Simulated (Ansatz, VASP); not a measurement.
**One calculation of Sr, two programs**

File INCAR:

```
SYSTEM = Sr
PREC = Accurate ; ENCUT = 600
EDIFF = 1E-6 ; ISMEAR = -1
SIGMA = 0.05 ; LREAL = .False.
LASPH = .True. ; NELM = 80
ALGO = Normal ; ISIF = 3
LWAVE = .False. ; LCHARG = .False.
GGA = PE ; IBRION = 2
NSW = 60 ; EDIFFG = -0.005
```

File KPOINTS:

```
Automatic mesh
0
Gamma
  11 11 11
  0 0 0
```

Contents of POSCAR:

```
Sr
1.0
    0.0000000000      3.0191369257      3.0191369257
    3.0191369257      0.0000000000      3.0191369257
    3.0191369257      3.0191369257      0.0000000000
Sr
1
Direct
    0.0000000000      0.0000000000      0.0000000000
```

Input for Ansatz:

```yaml
crystal:
  lattice:
    - [0.0, 3.0191369257, 3.0191369257]
    - [3.0191369257, 0.0, 3.0191369257]
    - [3.0191369257, 3.0191369257, 0.0]
  atoms:
    - { symbol: Sr, position: [0.0, 0.0, 0.0] }
kpoints:
  mp_grid: { grid: [11, 11, 11] }
scf:
  occupations: { method: fermi_dirac, width: 0.05 }
hamiltonian:
  xc: pbe
  pseudopotentials: { kind: paw }
output:
  forces: true
  stress: true
relax:
  f_tol: 0.005
  max_steps: 40
  cell: {}
```

Alike in both runs: task relaxation of cell and atoms; functional PBE; k mesh 11 × 11 × 11; occupations fermi-dirac, width 0.05 eV; no spin polarisation.

|  | VASP | Ansatz |
| --- | --- | --- |
| version | VASP 6.6.1 | Ansatz 0.2.0 |
| potentials or method | VASP PAW PBE potentials, release 64 (Sr_sv) | PAW with Ansatz's default frozen-core files, scalar-relativistic |
| plane-wave cutoff (eV) | 600 | 420 |
| valence electrons in the cell | 10 | 10 |

|  | VASP | Ansatz | Ansatz less VASP |
| --- | --- | --- | --- |
| relaxed volume (Å³/atom) | 54.91 | 55.04 | +0.127 |
| relaxed length of the cell vector where the two differ most in proportion (Å) | 4.266 | 4.270 | +0.0033 |
